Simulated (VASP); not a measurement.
Crystal: Li2S.

```
Li S
1.0
     0.00000    2.88257    2.88257
     2.88257    0.00000    2.88257
     2.88257    2.88257    0.00000
Li S
2 1
Direct
  0.25000 0.25000 0.25000
  0.75000 0.75000 0.75000
  0.00000 0.00000 0.00000
```

- Program: VASP 6.6.1
- Task: relaxation of cell and atoms
- Functional: r2SCAN
- Potentials or basis: VASP PAW PBE potentials, release 64 (Li_sv, S)
- Cutoff: 830 eV
- k mesh: 5 × 5 × 5
- Occupations: tetrahedron
- Spin: no spin polarisation

At the start: pressure -1.7 GPa; volume 15.97 Å³/atom.

Q: Where does the relaxation end?

A: Over 3 steps the energy falls by 3.8 meV/atom and the volume is 15.30 Å³/atom (-4.2 %); space group Fm-3m (No. 225, to 0.1 Å) before and after.

Step by step:
```tsv
step	energy change (eV)	largest force (eV/Å)	pressure (GPa)	volume (Å³)
1	0.0000	0.0000	-1.74	47.90
2	-0.0095	0.0000	-0.79	46.71
3	-0.0115	0.0000	-0.05	45.90
```

Final structure:
```cif
data_structure
_symmetry_space_group_name_H-M 'P 1'
_symmetry_Int_Tables_number 1
_cell_length_a 4.0190
_cell_length_b 4.0190
_cell_length_c 4.0190
_cell_angle_alpha 60.000
_cell_angle_beta 60.000
_cell_angle_gamma 60.000
_cell_volume 45.90
loop_
_atom_site_label
_atom_site_type_symbol
_atom_site_fract_x
_atom_site_fract_y
_atom_site_fract_z
_atom_site_occupancy
Li1 Li 0.25000 0.25000 0.25000 1
Li2 Li 0.75000 0.75000 0.75000 1
S1 S 0.00000 0.00000 0.00000 1
```

Caveat: the PAW data sets were made with another functional, which shifts forces and pressure a little.
